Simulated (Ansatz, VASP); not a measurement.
## MgO: VASP beside Ansatz

INCAR

```
SYSTEM = MgO
ALGO = Normal
EDIFF = 1E-6
ENCUT = 520
ISIF = 2
ISMEAR = 0
LASPH = .True.
LCHARG = .True.
LELF = .True.
LREAL = .False.
LVHAR = .True.
LWAVE = .False.
NBANDS = 11
NELM = 100
PREC = Accurate
SIGMA = 0.05
```

KPOINTS

```
k-points
0
Gamma
  10 10 10
  0 0 0
```

POSCAR

```
MgO
1.0
    2.9574785625      0.0000000000      0.0000000000
   -1.4787392813      2.5612515663      0.0000000000
    0.0000000000      0.0000000000      2.6974267424
Mg O
1 1
Direct
    0.0000000000      0.0000000000      0.0000000000
    0.3333333333      0.6666666667      0.5000000000
```

File input.yaml:

```yaml
crystal:
  lattice:
    - [2.9574785625, 0.0, 0.0]
    - [-1.4787392813, 2.5612515663, 0.0]
    - [0.0, 0.0, 2.6974267424]
  atoms:
    - { symbol: Mg, position: [0.0, 0.0, 0.0] }
    - { symbol: O, position: [0.3333333333, 0.6666666667, 0.5] }
kpoints:
  mp_grid: { grid: [10, 10, 10] }
scf:
  occupations: { method: gaussian, width: 0.05 }
hamiltonian:
  xc: lda
  pseudopotentials: { kind: all_electron, lapw: { basis_error: 0.001 } }
output:
  forces: true
  stress: true
  eigenvalues: true
```

Change from the starting cell: volume scaled by 1.02.

Alike in both runs: task single point; functional LDA; k mesh 10 × 10 × 10; occupations gaussian, width 0.05 eV; no spin polarisation.

|  | VASP | Ansatz |
| --- | --- | --- |
| version | VASP 6.6.1 | Ansatz 0.2.0 |
| potentials or method | VASP PAW LDA potentials, release 64 (Mg, O), cutoff 520 eV | all-electron LAPW, scalar-relativistic |

Ansatz gave:

```
gap on the k mesh at the Fermi level (eV)                     : 2.81
least direct gap on the mesh (eV)                             : 3.20
pressure (GPa)                                                : -11.5
traceless stress, the component that is largest in VASP (GPa) : -1.25
```

Task: Which values does VASP return?

Result: gap on the k mesh at the Fermi level (eV): 2.81; least direct gap on the mesh (eV): 3.20; pressure (GPa): -13.2; traceless stress, the component that is largest in VASP (GPa): -1.43.

LDA's correlation is that of Perdew and Zunger in VASP and of Perdew and Wang (1992) in Ansatz. Ansatz ran all-electron here, and VASP with PAW potentials.
